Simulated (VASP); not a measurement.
# Li4F (R-3m) in VASP: relaxation of cell and atoms with PBE

Aim: the relaxation of cell and atoms of Li4F with PBE.

Everything below comes from runs of VASP 6.6.1. Logs are shortened: lines on timing, memory, paths and dates and some standing lists are left out, and cuts for length are marked.

## (1) The cell of the first run

It takes space group R-3m (No. 166, trigonal). Conventional cell: a = 4.876 Å, b = 4.876 Å, c = 9.887 Å, α = 90.00°, β = 90.00°, γ = 120.00°. Within 2.9 Å of Li (site symmetry 2/m) lie 6 Li at 2.17 to 2.44 Å and 2 F at 2.44 Å. Within 2.9 Å of Li (site symmetry -3m) lie 6 Li at 2.17 Å. F (site symmetry -3m) has 12 Li at 2.44 to 3.26 Å within 3.3 Å.

The cell was built from a structure type or drawn by symmetry, and may not be a known phase.

## (2) Relaxation of cell and atoms, PBE

Input file INCAR:

```
SYSTEM = Li4F
PREC     = Accurate       ! precision mode
ENCUT    = 910            ! plane-wave cutoff, eV
EDIFF    = 1E-7           ! SCF threshold, eV
ISMEAR   = 0              ! smearing method
SIGMA    = 0.1            ! smearing width, eV
LREAL    = .False.        ! projectors in reciprocal space
LASPH    = .True.         ! aspherical terms in the spheres
NELM     = 120            ! most SCF steps
ALGO     = Normal         ! electronic algorithm
ISIF     = 3              ! what is computed and relaxed
LWAVE    = .False.        ! write WAVECAR
LCHARG   = .False.        ! write CHGCAR
GGA      = PE             ! functional
IBRION   = 2              ! ionic algorithm
NSW      = 90             ! ionic steps
EDIFFG   = -0.04          ! ionic threshold
GGA_COMPAT= .False.      
NELMIN   = 4
```

Input file KPOINTS:

```
Automatic mesh
0
Gamma
  6 6 6
  0 0 0
```

Input file POSCAR:

```
Li4F
1.0
    2.4381998300      1.4076953300      3.2955110700
   -2.4381998300      1.4076953300      3.2955110700
    0.0000000000     -2.8153906500      3.2955110700
Li F
4 1
Direct
    0.5000000000      0.5000000000      0.0000000000
    0.0000000000      0.5000000000      0.5000000000
    0.5000000000      0.0000000000      0.5000000000
    0.5000000000      0.5000000000      0.5000000000
    0.0000000000      0.0000000000      0.0000000000
```

Potentials or basis: VASP PAW PBE potentials, release 64 (Li_sv, F_h).

The run is started by

```sh
$ cat potpaw_PBE.64/Li_sv/POTCAR potpaw_PBE.64/F_h/POTCAR > POTCAR
$ mpirun -np 1 vasp_std > vasp.out
```

OUTCAR:

```text
SYSTEM = Li4F
   PREC = Accurate
   ENCUT = 910
   EDIFF = 1E-7
   ISMEAR = 0
   LREAL = .False.
   LASPH = .True.
   NELM = 120
   ISIF = 3
   GGA = PE
   IBRION = 2
   NSW = 90
   EDIFFG = -0.04
   NELMIN = 4

 ion  position               nearest neighbor table
   1  0.500  0.500  0.000-   4 2.17   4 2.17   3 2.44   2 2.44   3 2.44   2 2.44
   2  0.000  0.500  0.500-   4 2.17   4 2.17   1 2.44   1 2.44   3 2.44   3 2.44
   3  0.500  0.000  0.500-   4 2.17   4 2.17   1 2.44   1 2.44   2 2.44   2 2.44
   4  0.500  0.500  0.500-   1 2.17   1 2.17   3 2.17   2 2.17   3 2.17   2 2.17
   5  0.000  0.000  0.000-

  LATTYP: Found a trigonal (rhomboedric) cell.
 ALAT       =     4.3343762833
 COS(alpha) =     0.3671287511

  Lattice vectors:

 A1 = (   2.4381998300,   1.4076953300,   3.2955110700)
 A2 = (  -2.4381998300,   1.4076953300,   3.2955110700)
 A3 = (   0.0000000000,  -2.8153906500,   3.2955110700)

Analysis of symmetry for initial positions (statically):
=====================================================================
 Subroutine PRICEL returns:
 Original cell was already a primitive cell.

 Routine SETGRP: Setting up the symmetry group for a
 trigonal (rhombohedral) supercell.

 Subroutine GETGRP returns: Found 12 space group operations
 (whereof 12 operations were pure point group operations)
 out of a pool of 12 trial point group operations.

The static configuration has the point symmetry D_3d.

Analysis of symmetry for dynamics (positions and initial velocities):
=====================================================================
 Subroutine PRICEL returns:
 Original cell was already a primitive cell.

 Routine SETGRP: Setting up the symmetry group for a
 trigonal (rhombohedral) supercell.

 Subroutine GETGRP returns: Found 12 space group operations
 (whereof 12 operations were pure point group operations)
 out of a pool of 12 trial point group operations.

The dynamic configuration has the point symmetry D_3d.

 Subroutine INISYM returns: Found 12 space group operations
 (whereof 12 operations are pure point group operations),
 and found     1 'primitive' translations

----------------------------------------------------------------------------------------

                                     Primitive cell

  volume of cell :      67.8660

  direct lattice vectors                    reciprocal lattice vectors
     2.438199830  1.407695330  3.295511070     0.205069328  0.118396832  0.101147690
    -2.438199830  1.407695330  3.295511070    -0.205069328  0.118396832  0.101147690
     0.000000000 -2.815390650  3.295511070     0.000000000 -0.236793663  0.101147691
[... 114 lines left out ...]
   LORBIT       =      0    0 simple, 1 ext, 2 COOP (PROOUT), +10 PAW based schemes
   GGA     = PE    functional components
   LHFCALC =     F    Hartree Fock is set to
   AEXX    =    0.0000 exact exchange contribution
   IVDW    =     0    specifies the selected vdW correction
   LEPSILON=     F    determine dielectric tensor
   LRPA    =     F    only Hartree local field effects (RPA)
 conjugate gradient relaxation of ions
 non-spin polarized calculation
 Gauss-broadening in eV      SIGMA  =   0.10
  energy-cutoff  :      910.00
  volume of cell :       67.87
 maximum number of plane-waves:      4248
 NGX is ok and might be reduce to    48
   NGX = 21   NGY = 21   NGZ = 21

--------------------------------------- Ionic step        1  -------------------------------------------

 number of electron      18.9999998 magnetization

 Free energy of the ion-electron system (eV)
  ---------------------------------------------------
  ext. energy  EPLUGINS =         0.00000000
  ---------------------------------------------------
  free energy    TOTEN  =        -9.11045416 eV

  energy without entropy =       -9.08434189  energy(sigma->0) =       -9.09739803

------------------------ aborting loop because EDIFF is reached ----------------------------------------

  FORCE on cell =-STRESS in cart. coord.  units (eV):
  Direction    XX          YY          ZZ          XY          YZ          ZX
  --------------------------------------------------------------------------------------
  -------------------------------------------------------------------------------------
  Total        4.4992023      4.4992023      8.5411746      0.0000000      0.0000000      0.0000000
  in kB      106.2170208    106.2170206    201.6397682      0.0000000      0.0000002      0.0000000
  external PRESSURE =     138.0246032 kB  Pullay stress =       0.0000000 kB
[... 260 lines left out ...]
--------------------------------------- Ionic step        8  -------------------------------------------

 number of electron      19.0000002 magnetization

 Free energy of the ion-electron system (eV)
  ---------------------------------------------------
  ext. energy  EPLUGINS =         0.00000000
  ---------------------------------------------------
  free energy    TOTEN  =       -10.45622416 eV

  energy without entropy =      -10.43427457  energy(sigma->0) =      -10.44524937

 E-fermi :   0.5179     XC(G=0):  -6.9702

 val. band max:        0.5178006373   @ k =   0.5000   0.3333   0.1667
 cond. band min:       0.5258369563   @ k =   0.3333   0.0000   0.0000
 fundamental gap:      0.0080363190
 Fermi energy:         0.5179186374

 k-point     1 :       0.0000    0.0000    0.0000
  band No.  band energies     occupation
      1     -46.3392      2.00000
      2     -46.2598      2.00000
      3     -46.2529      2.00000
      4     -46.2529      2.00000
      5     -21.8940      2.00000
      6      -3.8564      2.00000
      7      -3.8564      2.00000
      8      -3.1704      2.00000
      9      -1.8203      2.00000
     10       0.8334      0.00001
     11       3.2871      0.00000
     12       3.7660      0.00000
     13       3.7660      0.00000
[... 354 lines left out ...]
  band No.  band energies     occupation
      1     -46.3035      2.00000
      2     -46.2915      2.00000
      3     -46.2569      2.00000
      4     -46.2530      2.00000
      5     -21.8950      2.00000
      6      -3.9262      2.00000
      7      -3.8900      2.00000
      8      -3.2897      2.00000
      9       0.0528      2.00000
     10       0.5423      0.73035
     11       1.2328      0.00000
     12       2.0360      0.00000
     13       3.7663      0.00000

 [... further k-points ...]

------------------------ aborting loop because EDIFF is reached ----------------------------------------

  FORCE on cell =-STRESS in cart. coord.  units (eV):
  Direction    XX          YY          ZZ          XY          YZ          ZX
  --------------------------------------------------------------------------------------
  -------------------------------------------------------------------------------------
  Total       -0.0123890     -0.0123890      0.1231925      0.0000000      0.0000000     -0.0000000
  in kB       -0.2115517     -0.2115517      2.1036022      0.0000000      0.0000000     -0.0000000
  external PRESSURE =       0.5601663 kB  Pullay stress =       0.0000000 kB
[... 20 lines left out ...]
  FREE ENERGIE OF THE ION-ELECTRON SYSTEM (eV)
  ---------------------------------------------------
  free  energy   TOTEN  =       -10.4562241609 eV

  energy  without entropy=      -10.4342745693  energy(sigma->0) =      -10.44524937

 reached required accuracy - stopping structural energy minimisation
```

OSZICAR:

```text
N       E                     dE             d eps       ncg     rms          rms(c)
DAV:   1     0.136436506916E+03    0.13644E+03   -0.11346E+04   832   0.210E+03
DAV:   2     0.240581464874E+02   -0.11238E+03   -0.10762E+03  1114   0.395E+02
DAV:   3    -0.549405099755E+01   -0.29552E+02   -0.28998E+02  1318   0.122E+02
DAV:   4    -0.928331089979E+01   -0.37893E+01   -0.36959E+01  1433   0.520E+01
[... 96 lines left out ...]
DAV:   7    -0.104562247806E+02   -0.68703E-05   -0.53292E-05  1229   0.632E-02    0.518E-03
DAV:   8    -0.104562250263E+02   -0.24576E-06   -0.12223E-05  1238   0.256E-02    0.324E-03
DAV:   9    -0.104562246177E+02    0.40866E-06   -0.11546E-06  1064   0.145E-02    0.104E-03
DAV:  10    -0.104562241399E+02    0.47779E-06   -0.14540E-07   592   0.794E-03    0.743E-04
DAV:  11    -0.104562241609E+02   -0.21074E-07   -0.17209E-07   615   0.435E-03
   8 F= -.10456224E+02 E0= -.10445249E+02  d E =-.611450E-02
```

Wall time 5.4 min (1 thread of AMD EPYC 9R45 (Zen 5), shared host); peak memory 0.32 GiB.

Results:

| Quantity | Value |
| --- | --- |
| Free energy | -10.4562 eV |
| Relaxed volume | 18.77 Å³/atom |
| Relaxed cell | a = 5.069 Å, b = 5.069 Å, c = 5.069 Å, α = 60.83°, β = 60.83°, γ = 60.83° |
| Space group after relaxing (to 0.1 Å) | R-3m (No. 166) |
| Energy gained by relaxing | 269.2 meV/atom |
| Ionic steps | 8 |
| Pressure after relaxing | 0.1 GPa |
| Band gap on the k mesh | zero (an odd number of electrons rules out a gap without spin polarisation) |

Stress tensor (GPa, compression positive):
```
-0.02  0.00  0.00
 0.00 -0.02  0.00
 0.00  0.00  0.21
```

The path:
```tsv
step	energy change (eV)	largest force (eV/Å)	pressure (GPa)	volume (Å³)
1	0.0000	0.0000	13.80	67.87
2	-0.8522	0.0000	6.70	79.98
3	-1.2488	0.0000	-1.64	100.95
4	-1.2610	0.0000	-0.44	97.48
5	-1.2608	0.0000	-0.68	98.14
6	-1.3038	0.0000	-0.70	97.57
7	-1.3397	0.0000	-0.84	96.32
8	-1.3458	0.0000	0.06	93.83
```

Final structure:
```
CELL_PARAMETERS angstrom
2.56631 1.48166 4.11265
-2.56631 1.48166 4.11265
0.00000 -2.96332 4.11265
ATOMIC_POSITIONS crystal
Li 0.50000 0.50000 0.00000
Li 0.00000 0.50000 0.50000
Li 0.50000 0.00000 0.50000
Li 0.50000 0.50000 0.50000
F 0.00000 0.00000 0.00000
```

Caveat: the cutoff is under 1.25 times the usual one of these potentials, so pressure, stress and relaxed cells hold a basis-set (Pulay) error; the volume moved by over 15 % at a fixed basis, so the end points are rough; an odd number of electrons without spin polarisation forces a metal; a magnetic or distorted state may lie lower.
